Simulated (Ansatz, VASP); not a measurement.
**Two plane-wave programs on Li3H2**

```xyz
10
Lattice="4.7338 -2.5666 0.0000 4.7338 2.5666 0.0000 0.0000 0.0000 5.1797" Properties=species:S:1:pos:R:3 pbc="T T T"
Li    2.3669   -1.2833    1.2949
Li    2.3669    1.2833    3.8848
Li    7.1007    1.2833    3.8848
Li    7.1007   -1.2833    1.2949
Li    4.7338    0.0000    0.0000
Li    0.0000    0.0000    2.5899
H     6.5687    0.0000    0.0000
H     7.6328    0.0000    2.5899
H     2.8990    0.0000    0.0000
H     1.8349    0.0000    2.5899
```

Alike in both runs: functional PBE; k mesh 4 × 4 × 3; occupations gaussian, width 0.2 eV; no spin polarisation.

Ansatz relaxed the structure, and its values are those at the end. VASP's run is a single point on that final structure, the one shown.

```csv
,VASP,Ansatz
version,VASP 6.6.1,Ansatz 0.2.0
potentials or method,"VASP PAW PBE potentials, release 64 (Li_sv, H), cutoff 520 eV","scalar-relativistic, plane waves, PAW"
valence electrons in the cell,22,22
```

|  | VASP | Ansatz | Ansatz less VASP |
| --- | --- | --- | --- |
| gap on the k mesh at the Fermi level (eV) | none | none | - |
| rms of the force components (eV/Å) | 0.006 | 0.006 | -0.0007 |

A gap of «none» marks a metal or a gap that the smearing closes.

The k mesh is coarse, so the values compare programs but aren't converged. Noted on VASP's run: the cutoff is short for stress, so the pressure is rough.
